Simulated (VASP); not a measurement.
# CuAu (Cm) in VASP: further runs, part 3 of 3

VASP 6.6.1. Earlier steps stand in the parts before.

### Step 5. Electric field gradients, PBEsol (shortest bond scaled by 0.76)

INCAR

```
PREC = Accurate
ENCUT = 520
EDIFF = 1E-8
ISMEAR = -1
SIGMA = 0.05
LREAL = False
LASPH = True
NELM = 100
ALGO = Normal
ISIF = 2
LWAVE = False
LCHARG = False
GGA = PS
LEFG = True
NBANDS = 18
```

KPOINTS

```
Automatic mesh
0
Gamma
  11 11 8
```

POSCAR

```
CuAu
1.0
    2.8507024026      0.0000000000      0.0000000000
    0.0000000000      2.8507024026      0.0000000000
    0.0000000000      0.0000000000      3.5816088600
Cu Au
1 1
Direct
    0.4400000000      0.4400000000      0.4400000000
    0.0600000000      0.0600000000      0.0600000000
```

Potentials or basis: VASP PAW PBE potentials, release 64 (Cu, Au).

On the command line:

```sh
cat potpaw_PBE.64/Cu/POTCAR potpaw_PBE.64/Au/POTCAR > POTCAR
mpirun -np 1 vasp_std > vasp.out
```

OUTCAR:

```text
PREC = Accurate
   ENCUT = 520
   EDIFF = 1E-8
   ISMEAR = -1
   LREAL = False
   LASPH = True
   NELM = 100
   ISIF = 2
   GGA = PS

 ion  position               nearest neighbor table
   1  0.440  0.440  0.440-   2 2.05   2 2.48   2 2.48   2 2.70   2 2.85   2 3.04   2 3.04
   2  0.060  0.060  0.060-   1 2.05   1 2.48   1 2.48   1 2.70   1 2.85   1 3.04   1 3.04

  LATTYP: Found a simple tetragonal cell.
 ALAT       =     2.8507024026
 C/A-ratio  =     1.2563952157

  Lattice vectors:

 A1 = (   2.8507024026,   0.0000000000,   0.0000000000)
 A2 = (   0.0000000000,   2.8507024026,   0.0000000000)
 A3 = (   0.0000000000,   0.0000000000,   3.5816088600)

Analysis of symmetry for initial positions (statically):
=====================================================================
 Subroutine PRICEL returns:
 Original cell was already a primitive cell.

 Routine SETGRP: Setting up the symmetry group for a
 simple tetragonal supercell.

[... 694 lines left out ...]
     2.850702403  0.000000000  0.000000000     0.350790738  0.000000000  0.000000000
     0.000000000  2.850702403  0.000000000     0.000000000  0.350790738  0.000000000
     0.000000000  0.000000000  3.581608860     0.000000000  0.000000000  0.279204134

 POSITION                                       TOTAL-FORCE (eV/Angst)
 -----------------------------------------------------------------------------------
      1.25431      1.25431      1.57591         4.171924      4.171924      6.592038
      0.17104      0.17104      0.21490        -4.171924     -4.171924     -6.592038
 -----------------------------------------------------------------------------------
    total drift:                                0.000215      0.000215     -0.000912

  FREE ENERGIE OF THE ION-ELECTRON SYSTEM (eV)
  ---------------------------------------------------
  free  energy   TOTEN  =        -6.5034976313 eV

  energy  without entropy=       -6.4984461375  energy(sigma->0) =       -6.50097188

 Electric field gradients (V/A^2)
---------------------------------------------------------------------
 ion       V_xx      V_yy      V_zz      V_xy      V_xz      V_yz
---------------------------------------------------------------------
   1       6.430     6.430   -12.860   -10.403   -20.686   -20.686
   2     -39.921   -39.921    79.843   -11.587   -40.159   -40.159
---------------------------------------------------------------------

 Electric field gradients after diagonalization (V/A^2)
 (convention: |V_zz| > |V_xx| > |V_yy|)
----------------------------------------------------------------------
 ion       V_xx      V_yy      V_zz     asymmetry (V_yy - V_xx)/ V_zz
----------------------------------------------------------------------
   1      21.174    16.833   -38.006       0.114
   2     -72.659   -28.335   100.994       0.439
----------------------------------------------------------------------

           NMR quadrupolar parameters

 Cq : quadrupolar parameter    Cq=e*Q*V_zz/h
 eta: asymmetry parameters     (V_yy - V_xx)/ V_zz
 Q  : nuclear electric quadrupole moment in mb (millibarn)
----------------------------------------------------------------------
 ion       Cq(MHz)       eta       Q (mb)
----------------------------------------------------------------------
   1      -0.092       0.114       1.000
   2       0.244       0.439       1.000
----------------------------------------------------------------------
```

OSZICAR:

```text
N       E                     dE             d eps       ncg     rms          rms(c)
DAV:   1     0.130225556188E+03    0.13023E+03   -0.10817E+04 10290   0.173E+03
DAV:   2    -0.211925089844E+01   -0.13234E+03   -0.12448E+03  9824   0.298E+02
DAV:   3    -0.748563923346E+01   -0.53664E+01   -0.52525E+01 11476   0.701E+01
DAV:   4    -0.756285648923E+01   -0.77217E-01   -0.77161E-01 12048   0.698E+00
DAV:   5    -0.756493937112E+01   -0.20829E-02   -0.20828E-02 12418   0.120E+00    0.149E+01
DAV:   6    -0.696095924339E+01    0.60398E+00   -0.65085E+00 10388   0.808E+01    0.657E+00
DAV:   7    -0.661624498060E+01    0.34471E+00   -0.30478E+00 11322   0.878E+01    0.720E+00
DAV:   8    -0.651184314574E+01    0.10440E+00   -0.33568E-01 13142   0.176E+01    0.302E+00
DAV:   9    -0.650396849073E+01    0.78747E-02   -0.25239E-02 14912   0.330E+00    0.160E-01
DAV:  10    -0.650355845346E+01    0.41004E-03   -0.37365E-03 14832   0.949E-01    0.144E-01
DAV:  11    -0.650350398759E+01    0.54466E-04   -0.22721E-04 13068   0.171E-01    0.256E-02
DAV:  12    -0.650349743115E+01    0.65564E-05   -0.14738E-05 14624   0.124E-01    0.211E-02
DAV:  13    -0.650349782302E+01   -0.39186E-06   -0.24993E-06 11190   0.151E-02    0.420E-03
DAV:  14    -0.650349763979E+01    0.18323E-06   -0.25394E-07 13268   0.612E-03    0.114E-03
DAV:  15    -0.650349762215E+01    0.17641E-07   -0.15590E-08  7244   0.339E-03    0.248E-04
DAV:  16    -0.650349763133E+01   -0.91795E-08   -0.62111E-09  5310   0.121E-03
   1 F= -.65034976E+01 E0= -.65009719E+01  d E =-.505149E-02
```

stdout:

```text
POSCAR found type information on POSCAR CuAu
 POSCAR found :  2 types and       2 ions
 scaLAPACK will be used
 -----------------------------------------------------------------------------
|                                                                             |
|                                                                             |
|     You enforced a specific xc type in the INCAR file but a different       |
|     I HOPE YOU KNOW WHAT YOU ARE DOING!                                     |
|                                                                             |
 -----------------------------------------------------------------------------

 LDA part: xc-table for (Slater+PW92), standard interpolation
 POSCAR, INCAR and KPOINTS ok, starting setup
 FFT: planning ... GRIDC
 FFT: planning ... GRID_SOFT
 FFT: planning ... GRID
 WAVECAR not read
 entering main loop
ion   1

ion   2
```

It took 46 s on 1 thread of Intel Xeon 6975P-C (Granite Rapids), shared host; peak memory 0.26 GiB.

What came out:

- Free energy: -6.5035 eV
- Pressure: 32.2 GPa
- Largest force: 8.847 eV/Å
- Band gap on the k mesh: zero (bands 11 and 12 overlap by 4.74 eV)
- Largest electric field gradient by atom: Cu -38.0; Au +101.0 V/Å²

Forces on the atoms (eV/Å):
```
Cu   4.172  4.172  6.592
Au  -4.172 -4.172 -6.592
```

Electric field gradients, principal values (V/Å²):
```tsv
atom	least	middle	greatest (by size)
1 Cu	16.833	21.174	-38.006
2 Au	-28.335	-72.659	100.994
```

Caveat: the cell differs from its parent crystal (shortest bond scaled by 0.76); the cell stands under pressure; without QUAD_EFG the Cq values of the log hold for a quadrupole moment of 1 mb, not for the nuclei; the PAW data sets were made with another functional, which shifts forces and pressure a little; spin-orbit coupling is left out, which moves the levels of the heavy elements.

### Step 6. The runs side by side

```csv
cell,gap on the mesh (eV),pressure (GPa),largest force (eV/Å)
"as given, shortest bond scaled by 0.64",none,96.0,28.29
"as given, shortest bond scaled by 0.58",none,127.1,40.80
"as given, shortest bond scaled by 0.94",none,-2.2,0.89
"as given, shortest bond scaled by 0.76",none,32.2,8.85
```

Some of these runs hold the atoms at other places in the same cell, which the table doesn't show; runs alike in all that it shows share one row.

Alike in all rows: task electric field gradients; level PBEsol; potentials or basis VASP PAW PBE potentials, release 64 (Cu, Au); no spin polarisation; k mesh 11 × 11 × 8; cutoff (eV) 520; smearing fermi-dirac 0.05 eV.

Caveats: the PAW data sets were made with another functional, which shifts forces and pressure a little; spin-orbit coupling is left out, which moves the levels of the heavy elements; the cell stands under pressure (at least some runs); atoms lie so close that the PAW spheres overlap strongly, which falsifies energies and pressures (at least some runs).

Absolute energies hang on the potentials; compare differences alone.
